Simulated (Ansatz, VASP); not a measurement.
## Two plane-wave programs on TiGaSe3

```
CELL_PARAMETERS angstrom
3.67244 0.00000 0.00000
0.00000 3.67244 0.00000
0.00000 0.00000 8.02263
ATOMIC_POSITIONS crystal
Ti 0.50000 0.50000 0.50000
Ga 0.00000 0.00000 0.50000
Se 0.00000 0.00000 0.79962
Se 0.00000 0.00000 0.20038
Se 0.50000 0.50000 0.00000
```

Alike in both runs: functional PBE; k mesh 10 × 10 × 6; occupations gaussian, width 0.1 eV; no spin polarisation.

Ansatz relaxed the structure, and its values are those at the end. VASP's run is a single point on that final structure, the one shown.

|  | VASP | Ansatz |
| --- | --- | --- |
| version | VASP 6.6.1 | Ansatz 0.2.0 |
| potentials or method | VASP PAW PBE potentials, release 64 (Ti_sv, Ga_d, Se), cutoff 520 eV | scalar-relativistic, plane waves, PAW |
| valence electrons in the cell | 43 | 73 |

Ansatz gave:

| Item | Value |
| --- | --- |
| gap on the k mesh at the Fermi level (eV) | none |
| pressure (GPa) | 0.0 |

Which values does VASP return?

gap on the k mesh at the Fermi level (eV): none; pressure (GPa): 0.1.

A gap of «none» marks a metal or a gap that the smearing closes. VASP's potentials hold 43 valence electrons a cell and Ansatz's 73, so a difference there can come from the potentials and not from the codes.
